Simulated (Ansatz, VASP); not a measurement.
## FeSi in VASP and in Ansatz

```
Fe Si
1.0
     4.55070    0.00000    0.00000
     0.00000    4.55070    0.00000
     0.00000    0.00000    4.55070
Fe Si
4 4
Direct
  0.86348 0.63652 0.36348
  0.63652 0.36348 0.86348
  0.36348 0.86348 0.63652
  0.13652 0.13652 0.13652
  0.15760 0.34240 0.65760
  0.34240 0.65760 0.15760
  0.65760 0.15760 0.34240
  0.84240 0.84240 0.84240
```

Alike in both runs: task single point; functional PBEsol; k mesh 6 × 6 × 6; occupations fermi-dirac, width 0.05 eV; no spin polarisation.

```csv
,VASP,Ansatz
version,VASP 6.6.1,Ansatz 0.2.0
potentials or method,"VASP PAW PBE potentials, release 64 (Fe, Si)",Ansatz PAW
plane-wave cutoff (eV),520,420
valence electrons in the cell,48,80
```

Ansatz gave:

* pressure (GPa): -19.8
* rms of the force components (eV/Å): 0.163

Question: Which values does VASP return?

Answer: Pressure (GPa): -19.4; rms of the force components (eV/Å): 0.151.

VASP's potentials were made for PBE, not for PBEsol. Atom by atom the forces differ by 0.015 eV/Å (rms over components). VASP's potentials hold 48 valence electrons a cell and Ansatz's 80, so a difference there can come from the potentials and not from the codes.
